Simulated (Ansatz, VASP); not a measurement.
# Two plane-wave programs on NaH

Contents of POSCAR:

```
NaH
1.0
    0.0000000000      2.4400000000      2.4400000000
    2.4400000000      0.0000000000      2.4400000000
    2.4400000000      2.4400000000      0.0000000000
Na H
1 1
Direct
    0.0000000000      0.0000000000      0.0000000000
    0.5000000000      0.5000000000      0.5000000000
```

The input INCAR.step1:

```
SYSTEM = NaH
  PREC = Accurate
  ENCUT = 520
  ISMEAR = -1
  SIGMA = 0.03
  LREAL = .FALSE.
  LASPH = .TRUE.
  NELM = 60
  NBANDS = 11
  GGA = PE
  ALGO = Normal
  EDIFF = 1E-4
  LWAVE = .TRUE.
  LCHARG = .FALSE.
```

Contents of INCAR.step2:

```
SYSTEM = NaH
  PREC = Accurate
  ENCUT = 520
  EDIFF = 1E-8
  ISMEAR = -1
  SIGMA = 0.03
  LREAL = .FALSE.
  LASPH = .TRUE.
  NELM = 60
  ALGO = Normal
  ISIF = 2
  LWAVE = .FALSE.
  LCHARG = .FALSE.
  METAGGA = R2SCAN
  LMIXTAU = .TRUE.
  LEFG = .TRUE.
  NBANDS = 11
  ISTART = 1
```

Contents of KPOINTS:

```
Automatic mesh
0
G
  9 9 9
  0 0 0
```

Input for Ansatz:

```yaml
crystal:
  lattice:
    - [0.0, 2.44, 2.44]
    - [2.44, 0.0, 2.44]
    - [2.44, 2.44, 0.0]
  atoms:
    - { symbol: Na, position: [0.0, 0.0, 0.0] }
    - { symbol: H, position: [0.5, 0.5, 0.5] }
kpoints:
  mp_grid: { grid: [9, 9, 9] }
  band_path:
    path:
      - [0.0, 0.0, 0.0]
      - [0.5, 0.0, 0.5]
      - [0.625, 0.25, 0.625]
      - [0.375, 0.375, 0.75]
      - [0.0, 0.0, 0.0]
      - [0.5, 0.5, 0.5]
      - [0.5, 0.25, 0.75]
      - [0.5, 0.0, 0.5]
    npoints: 5
scf:
  occupations: { method: fermi_dirac, width: 0.03 }
hamiltonian:
  xc: r2scan
  pseudopotentials: { kind: paw }
output:
  forces: true
  stress: true
  eigenvalues: true
  efg: { contact_densities: true }
```

Alike in both runs: task electric field gradients; functional r2SCAN; k mesh 9 × 9 × 9; occupations fermi-dirac, width 0.03 eV; no spin polarisation.

|  | VASP | Ansatz |
| --- | --- | --- |
| version | VASP 6.6.1 | Ansatz 0.2.0 |
| potentials or method | VASP PAW PBE potentials, release 64 (Na_pv, H) | PAW with Ansatz's default frozen-core files, scalar-relativistic |
| plane-wave cutoff (eV) | 520 | 500 |
| valence electrons in the cell | 8 | 10 |

```csv
,VASP,Ansatz,Ansatz less VASP
gap on the k mesh at the Fermi level (eV),4.61,4.60,-0.008
pressure (GPa),-1.3,-1.2,+0.12
```

VASP's potentials were made for PBE, not for r2SCAN. With one functional, cell and mesh, what is left measures potentials, basis and numerics. VASP's potentials hold 8 valence electrons a cell and Ansatz's 10, so a difference there can come from the potentials and not from the codes.
